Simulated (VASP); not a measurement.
**BN: single point with PBEsol**

BN:

```
B N
1.0
     2.50433    0.00000    0.00000
    -1.25217    2.16881    0.00000
     0.00000    0.00000    7.07272
B N
2 2
Cartesian
  0.0000 1.4459 1.7682
  1.2522 0.7229 5.3045
  0.0000 1.4459 5.3045
  1.2522 0.7229 1.7682
```

```yaml
Program: VASP 6.6.1
Task: single point
Functional: PBEsol
Potentials_or_basis: VASP PAW PBE potentials, release 64 (B, N)
Cutoff: 520 eV
k_mesh: 12 × 12 × 4
Occupations: gaussian, width 0.02 eV
Spin: no spin polarisation
```

```yaml
Pressure: 0.3 GPa
Band_gap_on_the_k_mesh: 4.27 eV, indirect (least direct gap 4.60 eV)
```

Stress tensor (GPa, compression positive):
```
 0.48  0.00  0.00
 0.00  0.48  0.00
 0.00  0.00 -0.17
```

Levels at points of the mesh, in eV from the valence-band top:
```
           k point  band 6  band 7  band 8  band 9  band 10  band 11
(0.00, 0.00, 0.00)   -1.31   -1.29   -1.29    4.73     9.43    11.52
(0.50, 0.00, 0.00)   -4.09   -1.29   -0.57    4.27     5.34     9.41
(0.00, 0.00, 0.50)   -1.30   -1.30   -1.30    6.79     6.79    11.56
(0.50, 0.00, 0.50)   -4.11   -0.92   -0.92    4.67     4.67     9.80
```

It took 15 s on 1 thread of Intel(R) Xeon(R) 6975P-C (Granite Rapids), on a shared host, peak memory 0.16 GiB.

Caveat: the PAW data sets were made with another functional, which shifts forces and pressure a little; this functional lacks dispersion, which binds the layers, so the pressure and a relaxed spacing across them are unreliable. A k mesh can miss the band edges.
